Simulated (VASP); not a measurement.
A run of VASP 6.6.1 is set up as follows.

Contents of POSCAR:

```
Si
1.0
    0.0000000000      5.4404026684     -5.4404026684
    5.4404026684      5.4404026684      0.0000000000
    5.4404026684      0.0000000000     -5.4404026684
Si
16
Direct
    0.1250000000      0.1250000000      0.1250000000
    0.1250000000      0.6250000000      0.1250000000
    0.6250000000      0.1250000000      0.1250000000
    0.6250000000      0.6250000000      0.1250000000
    0.1250000000      0.1250000000      0.6250000000
    0.1250000000      0.6250000000      0.6250000000
    0.6250000000      0.1250000000      0.6250000000
    0.6250000000      0.6250000000      0.6250000000
    0.2500000000      0.7500000000      0.2500000000
    0.2500000000      0.2500000000      0.2500000000
    0.7500000000      0.7500000000      0.2500000000
    0.7500000000      0.2500000000      0.2500000000
    0.2500000000      0.7500000000      0.7500000000
    0.2500000000      0.2500000000      0.7500000000
    0.7500000000      0.7500000000      0.7500000000
    0.7500000000      0.2500000000      0.7500000000
```

Contents of INCAR.step1:

```
ALGO     = Normal         # electronic algorithm
EDIFF    = 1E-5           # SCF threshold, eV
ENCUT    = 400            # plane-wave cutoff, eV
GGA      = PE             # functional
GGA_COMPAT= False        
ISIF     = 2              # what is computed and relaxed
ISMEAR   = -1             # smearing method
LASPH    = True           # aspherical terms in the spheres
LCHARG   = False          # write CHGCAR
LREAL    = False          # projectors in reciprocal space
LWAVE    = True           # write WAVECAR
NBANDS   = 46             # bands
NELM     = 120            # most SCF steps
PREC     = Accurate       # precision mode
SIGMA    = 0.01           # smearing width, eV
```

Contents of INCAR.step2:

```
ALGO     = Normal         # electronic algorithm
EDIFF    = 1E-6           # SCF threshold, eV
ENCUT    = 400            # plane-wave cutoff, eV
GGA      = PE             # functional
GGA_COMPAT= False        
HFSCREEN = 0.2079         # screening, 1/A
ISIF     = 2              # what is computed and relaxed
ISMEAR   = -1             # smearing method
ISTART   = 1            
LASPH    = True           # aspherical terms in the spheres
LCHARG   = False          # write CHGCAR
LHFCALC  = True           # exact exchange
LREAL    = False          # projectors in reciprocal space
LWAVE    = False          # write WAVECAR
NBANDS   = 46             # bands
NELM     = 120            # most SCF steps
PREC     = Accurate       # precision mode
PRECFOCK = Fast         
SIGMA    = 0.01           # smearing width, eV
```

The input KPOINTS:

```
k-points
0
Gamma
  2 2 2
```

Potentials or basis: VASP PAW PBE potentials, release 64 (Si).

Launch:

```sh
$ cat potpaw_PBE.64/Si/POTCAR > POTCAR
$ cp INCAR.step1 INCAR
$ mpirun -np 1 vasp_std > vasp.out
$ cp INCAR.step2 INCAR
$ mpirun -np 1 vasp_std > vasp.out
```

Problem. Predict the pressure.

Solution. 0.2 GPa.

Problem. Estimate the band gap on the k mesh.

Solution. 1.34 eV.

Caveat: the k points lie up to 0.50 Å⁻¹ apart; the PAW data sets were made with another functional, which shifts forces and pressure a little. A k mesh can miss the band edges.
